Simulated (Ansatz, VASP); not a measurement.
Two plane-wave programs on Ta2AlF3

```
Ta Al F
1.0
     4.98771    0.00000    0.00000
    -2.49385    4.31948    0.00000
     0.00000    0.00000    3.85345
Ta Al F
2 1 3
Direct
  0.66667 0.33333 0.00000
  0.33333 0.66667 0.00000
  0.00000 0.00000 0.00000
  0.00000 0.50000 0.50000
  0.50000 0.00000 0.50000
  0.50000 0.50000 0.50000
```

Change from the starting cell: species swapped into the PrB2Ru3 type (P6/mmm, No. 191).

Alike in both runs: functional PBE; k mesh 12 × 12 × 10; occupations gaussian, width 0.1 eV; no spin polarisation.

Ansatz relaxed the structure, and its values are those at the end. VASP's run is a single point on that final structure, the one shown.

|  | VASP | Ansatz |
| --- | --- | --- |
| version | VASP 6.6.1 | Ansatz 0.2.0 |
| potentials or method | VASP PAW PBE potentials, release 64 (Ta_pv, Al, F), cutoff 520 eV | scalar-relativistic, plane waves, PAW |
| valence electrons in the cell | 46 | 50 |

|  | VASP | Ansatz | Ansatz less VASP |
| --- | --- | --- | --- |
| gap on the k mesh at the Fermi level (eV) | none | none | - |
| pressure (GPa) | -0.1 | 0.0 | +0.11 |

A gap of «none» marks a metal or a gap that the smearing closes. VASP's potentials hold 46 valence electrons a cell and Ansatz's 50, so a difference there can come from the potentials and not from the codes.

Neither program's run includes spin-orbit coupling.
